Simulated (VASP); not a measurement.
# TiO2 (R-3m) in VASP: further runs

Runs on TiO2. Level: PBE+D3(BJ)+U. Tasks: single point.

Program: VASP 6.6.1. These are calculated values, not measurements. Logs are shortened: lines on timing, memory, paths and dates and some standing lists are left out, and cuts for length are marked.

### Step 1. The cell of the first run

It takes space group R-3m (No. 166, trigonal). Conventional cell: a = 3.132 Å, b = 3.132 Å, c = 13.545 Å, α = 90.00°, β = 90.00°, γ = 120.00°. Ti (site symmetry -3m) has 6 O at 2.01 Å within 2.7 Å. Within 2.8 Å of O (site symmetry 3m) lie 3 Ti at 2.01 Å and 4 O at 2.52 to 2.76 Å.

### Step 2. Single point, PBE+D3(BJ)+U (12.79 Å³/atom)

The input, INCAR:

```
SYSTEM = TiO2
PREC = Accurate
ENCUT = 520
EDIFF = 1E-7
ISMEAR = 0
SIGMA = 0.05
LREAL = .False.
LASPH = .True.
NELM = 150
ALGO = Normal
ISIF = 2
LWAVE = .False.
LCHARG = .True.
LMAXMIX = 4
LDAU = .True.
LDAUTYPE = 2
LDAUL = 2 -1
LDAUU = 4 0
LDAUJ = 0 0
LDAUPRINT = 1
GGA = PE
IVDW = 12
LELF = .True.
LVHAR = .True.
NBANDS = 19
```

The input, KPOINTS:

```
regular mesh
0
Gamma
  12 12 12
  0 0 0
```

The input, POSCAR:

```
TiO2
1.0
    1.5661096741      0.9041938419      4.5148853757
   -1.5661096741      0.9041938419      4.5148853757
    0.0000000000     -1.8083876838      4.5148853757
Ti O
1 2
Direct
    0.0000000000      0.0000000000      0.0000000000
    0.6017580785      0.6017580785      0.6017580785
    0.3982419215      0.3982419215      0.3982419215
```

Potentials or basis: VASP PAW PBE potentials, release 64 (Ti_sv, O).

On the command line:

```console
$ cat potpaw_PBE.64/Ti_sv/POTCAR potpaw_PBE.64/O/POTCAR > POTCAR
$ mpirun -np 1 vasp_std > vasp.out
```

OUTCAR:

```text
SYSTEM = TiO2
   PREC = Accurate
   ENCUT = 520
   EDIFF = 1E-7
   ISMEAR = 0
   LREAL = .False.
   LASPH = .True.
   NELM = 150
   ISIF = 2
   GGA = PE
   IVDW = 12
 IVDW          = 12

 ion  position               nearest neighbor table
   1  0.000  0.000  0.000-   2 2.01   3 2.01   2 2.01   2 2.01   3 2.01   3 2.01
   2  0.602  0.602  0.602-   1 2.01   1 2.01   1 2.01
   3  0.398  0.398  0.398-   1 2.01   1 2.01   1 2.01

  LATTYP: Found a trigonal (rhomboedric) cell.
 ALAT       =     4.8635846832
 COS(alpha) =     0.7926226235

  Lattice vectors:

 A1 = (   1.5661096741,   0.9041938419,   4.5148853757)
 A2 = (  -1.5661096741,   0.9041938419,   4.5148853757)
 A3 = (   0.0000000000,  -1.8083876838,   4.5148853757)

Analysis of symmetry for initial positions (statically):
=====================================================================
 Subroutine PRICEL returns:
 Original cell was already a primitive cell.

 Routine SETGRP: Setting up the symmetry group for a
 trigonal (rhombohedral) supercell.

 Subroutine GETGRP returns: Found 12 space group operations
 (whereof 12 operations were pure point group operations)
 out of a pool of 12 trial point group operations.

The static configuration has the point symmetry D_3d.

Analysis of symmetry for dynamics (positions and initial velocities):
=====================================================================
 Subroutine PRICEL returns:
 Original cell was already a primitive cell.

 Routine SETGRP: Setting up the symmetry group for a
 trigonal (rhombohedral) supercell.

 Subroutine GETGRP returns: Found 12 space group operations
 (whereof 12 operations were pure point group operations)
 out of a pool of 12 trial point group operations.

The dynamic configuration has the point symmetry D_3d.

 Subroutine INISYM returns: Found 12 space group operations
 (whereof 12 operations are pure point group operations),
 and found     1 'primitive' translations

----------------------------------------------------------------------------------------

                                     Primitive cell

  volume of cell :      38.3603

  direct lattice vectors                    reciprocal lattice vectors
     1.566109674  0.904193842  4.514885376     0.319262443  0.184326257  0.073829855
    -1.566109674  0.904193842  4.514885376    -0.319262443  0.184326257  0.073829855
     0.000000000 -1.808387684  4.514885376     0.000000000 -0.368652514  0.073829855

  length of vectors
     4.863584683  4.863584683  4.863584683     0.375972770  0.375972770  0.375972770

  position of ions in fractional coordinates (direct lattice)
     0.000000000  0.000000000  0.000000000
     0.601758078  0.601758078  0.601758078
     0.398241922  0.398241922  0.398241922

  ion indices of the primitive-cell ions
   primitive index   ion index
                 1           1
                 2           2
                 3           3

----------------------------------------------------------------------------------------

 KPOINTS: regular mesh

Automatic generation of k-mesh.
 Grid dimensions read from file:
 generate k-points for:   12   12   12

 Generating k-lattice:

  Cartesian coordinates                     Fractional coordinates (reciprocal lattice)
     0.026605204  0.015360521  0.006152488     0.083333333  0.000000000 -0.000000000
[... 42 lines left out ...]
   number of dos      NEDOS =    301   number of ions     NIONS =      3
   total plane-waves  NPLWV =  46656
   dimension x,y,z NGX =    36 NGY =   36 NGZ =   36
   dimension x,y,z NGXF=    72 NGYF=   72 NGZF=   72
   ions per type =               1   2
   NGX,Y,Z   is equivalent  to a cutoff of  12.31, 12.31, 12.31 a.u.
   NGXF,Y,Z  is equivalent  to a cutoff of  24.61, 24.61, 24.61 a.u.
 SYSTEM =  TiO2
   PREC   = accura    normal or accurate (medium, high low for compatibility)
   ISTART =      0    job   : 0-new  1-cont  2-samecut
   ICHARG =      2    charge: 1-file 2-atom 10-const
   ISPIN  =      1    spin polarized calculation?
   LNONCOLLINEAR =      F non collinear calculations
   LSORBIT =      F    spin-orbit coupling
   LASPH  =      T    aspherical Exc in radial PAW
   ENCUT  =  520.0 eV  38.22 Ry    6.18 a.u.   9.04  9.04  9.04*2*pi/ulx,y,z
   NELM   =    150;   NELMIN=  2; NELMDL= -5     # of ELM steps
   EDIFF  = 0.1E-06   stopping-criterion for ELM
   LREAL  =      F    real-space projection
   EDIFFG = 0.1E-05   stopping-criterion for IOM
   NSW    =      0    number of steps for IOM
   IBRION =     -1    ionic relax: 0-MD 1-quasi-New 2-CG
   NFREE  =      0    steps in history (QN), initial steepest desc. (CG)
   ISIF   =      2    stress and relaxation
   ISYM   =      2    0-nonsym 1-usesym 2-fastsym
   POTIM  = 0.5000    time-step for ionic-motion
   TEBEG  =    0.0;   TEEND  =   0.0 temperature during run
   PSTRESS=    0.0 pullay stress
   NELECT =      24.0000    total number of electrons
   NUPDOWN=      -1.0000    fix difference up-down
   EMIN   =  10.00;   EMAX   =-10.00  energy-range for DOS
   EFERMI =   0.00;   METHOD = LEGACY
   ISMEAR =     0;   SIGMA  =   0.05  broadening in eV -4-tet -1-fermi 0-gaus
   EFERMI_NEDOS =   21; number of points for ismear=-14 and -15
   IALGO  =     38    algorithm
   IMIX   =      4    mixing-type and parameters
     AMIX     =   0.40;   BMIX     =  1.00
     AMIX_MAG =   1.60;   BMIX_MAG =  1.00
  volume/ion in A,a.u.               =      12.79        86.29
  Fermi-wavevector in a.u.,A,eV,Ry     =   1.400183  2.645961 26.674376  1.960511
  Thomas-Fermi vector in A             =   2.523168
   LORBIT       =      0    0 simple, 1 ext, 2 COOP (PROOUT), +10 PAW based schemes
 LDA+U is selected, type is set to LDAUTYPE =  2
   angular momentum for each species LDAUL =     2   -1
   U (eV)           for each species LDAUU =   4.0  0.0
   J (eV)           for each species LDAUJ =   0.0  0.0
   GGA     = PE    functional components
   LHFCALC =     F    Hartree Fock is set to
   AEXX    =    0.0000 exact exchange contribution
   IVDW    =    12    specifies the selected vdW correction
   LEPSILON=     F    determine dielectric tensor
   LRPA    =     F    only Hartree local field effects (RPA)
 non-spin polarized calculation
 Gauss-broadening in eV      SIGMA  =   0.05
  energy-cutoff  :      520.00
  volume of cell :       38.36
 maximum number of plane-waves:      1048
   NGX = 19   NGY = 19   NGZ = 19

atom =   1  type =  1  l = 2

 onsite density matrix

spin component  1

  0.1738  0.0000  0.0000 -0.0869 -0.0000
  0.0000  0.1719  0.0000  0.0000 -0.0869
  0.0000  0.0000  0.0891 -0.0000 -0.0000
 -0.0869  0.0000 -0.0000  0.1719  0.0000
 -0.0000 -0.0869 -0.0000  0.0000  0.1738

spin component  2

  0.1738  0.0000  0.0000 -0.0869 -0.0000
  0.0000  0.1719  0.0000  0.0000 -0.0869
  0.0000  0.0000  0.0891 -0.0000 -0.0000
 -0.0869  0.0000 -0.0000  0.1719  0.0000
 -0.0000 -0.0869 -0.0000  0.0000  0.1738

 occupancies and eigenvectors

  o =  0.0860  v = -0.0000  0.7110  0.0000 -0.0000  0.7032  0.0000  0.0000  0.0000  0.0000  0.0000      0.0000  0.0000  0.0000  0.0000  0.0000  0.0000  0.0000  0.0000  0.0000  0.0000
  o =  0.0860  v =  0.0000  0.0000  0.0000  0.0000  0.0000 -0.0000  0.7110  0.0000 -0.0000  0.7032      0.0000  0.0000  0.0000  0.0000  0.0000  0.0000  0.0000  0.0000  0.0000  0.0000
  o =  0.0860  v =  0.0000  0.0000  0.0000  0.0000  0.0000 -0.7032 -0.0000 -0.0000 -0.7110 -0.0000      0.0000  0.0000  0.0000  0.0000  0.0000  0.0000  0.0000  0.0000  0.0000  0.0000
  o =  0.0860  v = -0.7032 -0.0000 -0.0000 -0.7110 -0.0000  0.0000  0.0000  0.0000  0.0000  0.0000      0.0000  0.0000  0.0000  0.0000  0.0000  0.0000  0.0000  0.0000  0.0000  0.0000
  o =  0.0891  v = -0.0000  0.0000 -1.0000 -0.0000  0.0000  0.0000  0.0000  0.0000  0.0000  0.0000      0.0000  0.0000  0.0000  0.0000  0.0000  0.0000  0.0000  0.0000  0.0000  0.0000
  o =  0.0891  v =  0.0000  0.0000  0.0000  0.0000  0.0000 -0.0000  0.0000 -1.0000 -0.0000  0.0000      0.0000  0.0000  0.0000  0.0000  0.0000  0.0000  0.0000  0.0000  0.0000  0.0000
  o =  0.2597  v = -0.0000 -0.7032 -0.0000  0.0000  0.7110  0.0000  0.0000  0.0000  0.0000  0.0000      0.0000  0.0000  0.0000  0.0000  0.0000  0.0000  0.0000  0.0000  0.0000  0.0000
  o =  0.2597  v =  0.0000  0.0000  0.0000  0.0000  0.0000 -0.0000 -0.7032 -0.0000  0.0000  0.7110      0.0000  0.0000  0.0000  0.0000  0.0000  0.0000  0.0000  0.0000  0.0000  0.0000
  o =  0.2597  v = -0.7110  0.0000  0.0000  0.7032 -0.0000  0.0000  0.0000  0.0000  0.0000  0.0000      0.0000  0.0000  0.0000  0.0000  0.0000  0.0000  0.0000  0.0000  0.0000  0.0000
  o =  0.2597  v =  0.0000  0.0000  0.0000  0.0000  0.0000 -0.7110  0.0000  0.0000  0.7032 -0.0000      0.0000  0.0000  0.0000  0.0000  0.0000  0.0000  0.0000  0.0000  0.0000  0.0000

 number of electron      24.0000000 magnetization

 Free energy of the ion-electron system (eV)
  ---------------------------------------------------
  ext. energy  EPLUGINS =         0.00000000
  ---------------------------------------------------
  free energy    TOTEN  =       -23.60616717 eV

  energy without entropy =      -23.60616717  energy(sigma->0) =      -23.60616717

 E-fermi :   3.2773     XC(G=0): -10.0419

 val. band max:        2.9625400174   @ k =  -0.1667   0.1667   0.0000
 cond. band min:       5.5126464808   @ k =   0.0000   0.0000   0.0000
 fundamental gap:      2.5501064634
 Fermi energy:         3.2773288890

 k-point     1 :       0.0000    0.0000    0.0000
  band No.  band energies     occupation
      1     -55.1595      2.00000
      2     -31.4032      2.00000
      3     -31.1220      2.00000
      4     -31.1220      2.00000
      5     -15.0267      2.00000
      6     -12.9058      2.00000
[... 505 lines left out ...]
      6     -13.5887      2.00000
[... 11 lines left out ...]
     18      14.1847      0.00000
     19      14.5659      0.00000

 [... further k-points ...]

------------------------ aborting loop because EDIFF is reached ----------------------------------------

 Edisp (eV)   -0.58520

 E8    (eV) :    -0.2289

  FORCE on cell =-STRESS in cart. coord.  units (eV):
  Direction    XX          YY          ZZ          XY          YZ          ZX
  --------------------------------------------------------------------------------------
  -------------------------------------------------------------------------------------
  Total      -2.42473    -2.42473     1.82953    -0.00000    -0.00000     0.00000
  in kB    -101.27270  -101.27270    76.41322    -0.00000    -0.00000     0.00000
  external pressure =      -42.04 kB  Pullay stress =        0.00 kB

 VOLUME and BASIS-vectors are now :
 -----------------------------------------------------------------------------
  energy-cutoff  :      520.00
  volume of cell :       38.36
      direct lattice vectors                 reciprocal lattice vectors
     1.566109674  0.904193842  4.514885376     0.319262443  0.184326257  0.073829855
    -1.566109674  0.904193842  4.514885376    -0.319262443  0.184326257  0.073829855
     0.000000000 -1.808387684  4.514885376     0.000000000 -0.368652514  0.073829855

 POSITION                                       TOTAL-FORCE (eV/Angst)
 -----------------------------------------------------------------------------------
      0.00000      0.00000      0.00000         0.000000      0.000000      0.000000
      0.00000      0.00000      8.15061         0.000000     -0.000000     -0.556750
      0.00000      0.00000      5.39405         0.000000      0.000000      0.556750
 -----------------------------------------------------------------------------------
    total drift:                                0.000000      0.000000     -0.000000

  FREE ENERGIE OF THE ION-ELECTRON SYSTEM (eV)
  ---------------------------------------------------
  free  energy   TOTEN  =       -24.1913711828 eV

  energy  without entropy=      -24.1913711828  energy(sigma->0) =      -24.19137118
```

Run time: 1.8 min. Hardware: 1 thread of Intel Xeon 6975P-C (Granite Rapids), shared host; peak memory 0.29 GiB.

What came out:

| Property | Result |
| --- | --- |
| Free energy | -24.1914 eV |
| Pressure | -4.2 GPa |
| Largest force | 0.557 eV/Å |
| Band gap on the k mesh | 2.55 eV (least direct gap 2.86 eV) |
| Dispersion energy per atom | -0.195 eV |

Forces on the atoms (eV/Å):
```
Ti   0.000  0.000  0.000
O    0.000  0.000 -0.557
O    0.000  0.000  0.557
```

Levels at points of the mesh, in eV from the valence-band top:
```tsv
k point	band 9	band 10	band 11	band 12	band 13	band 14	band 15	band 16
(0.00, 0.00, 0.00)	-4.13	-0.86	-0.86	-0.31	2.55	2.55	3.91	6.23
(0.50, 0.00, 0.00)	-3.15	-2.06	-1.37	-1.15	2.75	3.36	3.37	5.14
(0.50, 0.50, 0.00)	-3.04	-2.20	-1.98	-0.56	2.85	3.29	3.37	4.94
(0.50, 0.50, 0.50)	-2.99	-1.80	-0.73	-0.73	2.57	2.57	4.12	6.14
```

Eigenvalues of the final occupation matrices:
```csv
site,spin,trace,eigenvalues
site 1 d,1,0.78,0.09 0.09 0.09 0.26 0.26
site 1 d,2,0.78,0.09 0.09 0.09 0.26 0.26
```

Caveat: the stress differs along the axes, from -10 to 8 GPa. A k mesh can miss the band edges.

### Step 3. Single point, PBE+D3(BJ)+U (13.30 Å³/atom)

This run uses another cell than the first one, of 13.30 Å³/atom.

The input, INCAR:

```
PREC = Accurate
ENCUT = 520
EDIFF = 1E-6
ISMEAR = 0
SIGMA = 0.05
LREAL = F
LASPH = T
NELM = 150
ALGO = Normal
ISIF = 2
LWAVE = F
LCHARG = F
LMAXMIX = 4
LDAU = T
LDAUTYPE = 2
LDAUL = 2 -1
LDAUU = 4 0
LDAUJ = 0 0
LDAUPRINT = 1
GGA = PE
IVDW = 12
NBANDS = 19
```

The input, KPOINTS:

```
regular mesh
0
Gamma
  12 12 12
```

The input, POSCAR:

```
TiO2
1.0
    1.4933198129      0.8621685960      5.1642981317
   -1.4933198129      0.8621685960      5.1642981317
    0.0000000000     -1.7243371920      5.1642981317
Ti O
1 2
Direct
    0.0000000000      0.0000000000      0.0000000000
    0.6017580785      0.6017580785      0.6017580785
    0.3982419215      0.3982419215      0.3982419215
```

Potentials or basis: VASP PAW PBE potentials, release 64 (Ti_sv, O).

On the command line:

```console
$ cat potpaw_PBE.64/Ti_sv/POTCAR potpaw_PBE.64/O/POTCAR > POTCAR
$ mpirun -np 1 vasp_std > vasp.out
```

It took 2 min on 1 thread of Intel Xeon 6975P-C (Granite Rapids), shared host; peak memory 0.33 GiB.

The run converged. Its results:

* Free energy: -24.3354 eV
* Pressure: 0.2 GPa
* Largest force: 0.410 eV/Å
* Band gap on the k mesh: 3.08 eV (least direct gap 3.31 eV)
* Dispersion energy per atom: -0.185 eV

Forces on the atoms (eV/Å):
```
Ti   0.000  0.000  0.000
O    0.000  0.000  0.410
O    0.000  0.000 -0.410
```

Stress tensor (GPa, compression positive):
```
 2.56  0.00  0.00
 0.00  2.56  0.00
 0.00  0.00 -4.49
```

Levels at points of the mesh, in eV from the valence-band top:
```
           k point  band 9  band 10  band 11  band 12  band 13  band 14  band 15  band 16
(0.00, 0.00, 0.00)   -3.49    -0.40    -0.40    -0.38     3.08     3.08     4.49     6.41
(0.50, 0.00, 0.00)   -2.80    -1.69    -1.35    -1.04     3.10     4.14     4.22     6.06
(0.50, 0.50, 0.00)   -2.78    -1.98    -1.39    -0.71     3.09     4.14     4.21     5.94
(0.50, 0.50, 0.50)   -3.39    -1.21    -0.37    -0.37     3.08     3.08     4.59     6.38
```

Eigenvalues of the final occupation matrices:
```
    site  spin  trace               eigenvalues
site 1 d     1   0.81  0.09 0.09 0.09 0.27 0.27
site 1 d     2   0.81  0.09 0.09 0.09 0.27 0.27
```

Caveat: the stress differs along the axes, from -4 to 3 GPa. A k mesh can miss the band edges.

(Part 1 of 2 ends here.)
